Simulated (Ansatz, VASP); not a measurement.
## Two plane-wave programs on KHCO2

Contents of INCAR:

```
ALGO = Normal
EDIFF = 1E-7
EDIFFG = -0.005
ENCUT = 600
IBRION = 2
ISIF = 3
ISMEAR = 0
LASPH = True
LCHARG = False
LREAL = False
LWAVE = False
NELM = 80
NSW = 100
PREC = Accurate
SIGMA = 0.02
```

Contents of KPOINTS:

```
k-points
0
Gamma
  6 6 4
```

POSCAR

```
KHCO2
1.0
    2.8556703958     -3.2562973119      0.0000000000
    2.8556703958      3.2562973119      0.0000000000
    0.0000000000      0.0000000000      6.6326957980
K H C O
2 2 2 4
Direct
    0.0000000000      0.0000000000      0.5000000000
    0.0000000000      0.0000000000      0.0000000000
    0.4288340772      0.5711659228      0.2500000000
    0.5711659228      0.4288340772      0.7500000000
    0.6010654974      0.3989345026      0.2500000000
    0.3989345026      0.6010654974      0.7500000000
    0.4953334567      0.1146711559      0.2500000000
    0.1146711559      0.4953334567      0.7500000000
    0.5046665433      0.8853288441      0.7500000000
    0.8853288441      0.5046665433      0.2500000000
```

Input for Ansatz:

```yaml
crystal:
  lattice:
    - [2.8556703958, -3.2562973119, 0.0]
    - [2.8556703958, 3.2562973119, 0.0]
    - [0.0, 0.0, 6.632695798]
  atoms:
    - { symbol: K, position: [0.0, 0.0, 0.5] }
    - { symbol: K, position: [0.0, 0.0, 0.0] }
    - { symbol: H, position: [0.4288340772, 0.5711659228, 0.25] }
    - { symbol: H, position: [0.5711659228, 0.4288340772, 0.75] }
    - { symbol: C, position: [0.6010654974, 0.3989345026, 0.25] }
    - { symbol: C, position: [0.3989345026, 0.6010654974, 0.75] }
    - { symbol: O, position: [0.4953334567, 0.1146711559, 0.25] }
    - { symbol: O, position: [0.1146711559, 0.4953334567, 0.75] }
    - { symbol: O, position: [0.5046665433, 0.8853288441, 0.75] }
    - { symbol: O, position: [0.8853288441, 0.5046665433, 0.25] }
basis:
  ecutwfc: 420
kpoints:
  mp_grid: { grid: [6, 6, 4] }
hamiltonian:
  xc: lda
scf:
  occupations: { method: gaussian, width: 0.02 }
output:
  forces: true
  stress: true
  eigenvalues: true
  write_density: true
  write_potential: true
  elf: true
  volumetric_format: npy
relax:
  adjacent_minimum: "off"
  f_tol: 0.005
  max_steps: 80
  cell: { stress_tol: 0.05 }
```

Alike in both runs: task relaxation of cell and atoms; functional LDA; k mesh 6 × 6 × 4; occupations gaussian, width 0.02 eV; no spin polarisation.

|  | VASP | Ansatz |
| --- | --- | --- |
| version | VASP 6.6.1 | Ansatz 0.2.0 |
| potentials or method | VASP PAW LDA potentials, release 64 (K_sv, H, C, O), cutoff 600 eV | scalar-relativistic, plane waves, PAW |
| valence electrons in the cell | 52 | 52 |

```csv
,VASP,Ansatz,Ansatz less VASP
"gap on the k mesh at the Fermi level, each at its own relaxed structure (eV)",3.81,3.88,+0.064
relaxed volume (Å³/atom),12.36,12.39,+0.031
relaxed length of the cell vector where the two differ most in proportion (Å),4.335,4.339,+0.0041
```

LDA's correlation is that of Perdew and Zunger in VASP and of Perdew and Wang (1992) in Ansatz.

Noted on VASP's run: the standard files for N, O and F lose accuracy on very short bonds.
